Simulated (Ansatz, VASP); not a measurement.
# One calculation of Sc, two programs

Contents of INCAR:

```
PREC = Accurate ; ENCUT = 520
EDIFF = 1E-6 ; ISMEAR = 0
SIGMA = 0.15 ; LREAL = False
LASPH = True ; NELM = 100
ALGO = Fast ; ISIF = 2
LWAVE = False ; LCHARG = False
GGA = PE ; NBANDS = 18
```

File KPOINTS:

```
Automatic mesh
0
Gamma
  15 15 10
```

The input POSCAR:

```
Sc
1.0
    3.4855000000      0.0000000000      0.0000000000
   -1.7427500000      3.0185315449      0.0000000000
    0.0000000000      0.0000000000      5.4380000000
Sc
2
Direct
    0.3333333333      0.6666666667      0.2500000000
    0.6666666667      0.3333333333      0.7500000000
```

Input for Ansatz:

```yaml
crystal:
  lattice:
    - [3.4855, 0.0, 0.0]
    - [-1.74275, 3.0185315449, 0.0]
    - [0.0, 0.0, 5.438]
  atoms:
    - { symbol: Sc, position: [0.3333333333, 0.6666666667, 0.25] }
    - { symbol: Sc, position: [0.6666666667, 0.3333333333, 0.75] }
basis:
  ecutwfc: 520.0
kpoints:
  mp_grid: { grid: [15, 15, 10] }
hamiltonian:
  xc: pbe
  pseudopotentials: { kind: paw }
scf:
  occupations: { method: gaussian, width: 0.15 }
output:
  forces: true
  stress: true
  eigenvalues: true
  write_density: true
  write_potential: true
  elf: true
  volumetric_format: npy
```

Alike in both runs: task single point; functional PBE; k mesh 15 × 15 × 10; occupations gaussian, width 0.15 eV; no spin polarisation.

|  | VASP | Ansatz |
| --- | --- | --- |
| version | VASP 6.6.1 | Ansatz 0.2.0 |
| potentials or method | VASP PAW PBE potentials, release 64 (Sc_sv), cutoff 520 eV | scalar-relativistic, plane waves, PAW |
| valence electrons in the cell | 22 | 22 |

|  | VASP | Ansatz | Ansatz less VASP |
| --- | --- | --- | --- |
| gap on the k mesh at the Fermi level (eV) | none | none | - |
| pressure (GPa) | -6.2 | -6.2 | -0.02 |
| traceless stress, the component that is largest in VASP (GPa) | 0.10 | 0.10 | 0.000 |

A gap of «none» marks a metal or a gap that the smearing closes. The functional is the same, so the differences come from potentials, cutoffs and numerics.
